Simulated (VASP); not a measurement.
A run of VASP 6.6.1 is set up as follows.

The input INCAR:

```
SYSTEM = AlN
PREC = Accurate
ENCUT = 600
EDIFF = 1E-6
ISMEAR = 0
SIGMA = 0.05
LREAL = .False.
LASPH = .True.
NELM = 120
ALGO = Normal
ISIF = 2
LWAVE = .False.
LCHARG = .False.
GGA = PS
NBANDS = 16
GGA_COMPAT = .False.
```

KPOINTS

```
regular mesh
0
Gamma
  12 12 6
  0 0 0
```

Contents of POSCAR:

```
AlN
1.0
    3.3627880581      0.0000000000      0.0000000000
   -1.6813940290      2.9122598858      0.0000000000
    0.0000000000      0.0000000000      5.1827532083
Al N
2 2
Direct
    0.3333333333      0.6666666667      0.0015080761
    0.6666666667      0.3333333333      0.5015080761
    0.3333333333      0.6666666667      0.3834919239
    0.6666666667      0.3333333333      0.8834919239
```

Potentials or basis: VASP PAW PBE potentials, release 64 (Al, N).

Run with:

```sh
$ cat potpaw_PBE.64/Al/POTCAR potpaw_PBE.64/N/POTCAR > POTCAR
$ mpirun -np 1 vasp_std > vasp.out
```

Task: What does it give for the band gap on the k mesh?

Result: 2.46 eV.

Task: What does it give for the largest force?

Result: 0.071 eV/Å.

Stress tensor (GPa, compression positive):
```
-30.06   0.00   0.00
  0.00 -30.06   0.00
  0.00   0.00 -19.95
```

Caveat: the cell differs from its parent crystal (strain +0.080 along x and y, +0.040 along z); the cell stands under tension; the PAW data sets were made with another functional, which shifts forces and pressure a little. A k mesh can miss the band edges.
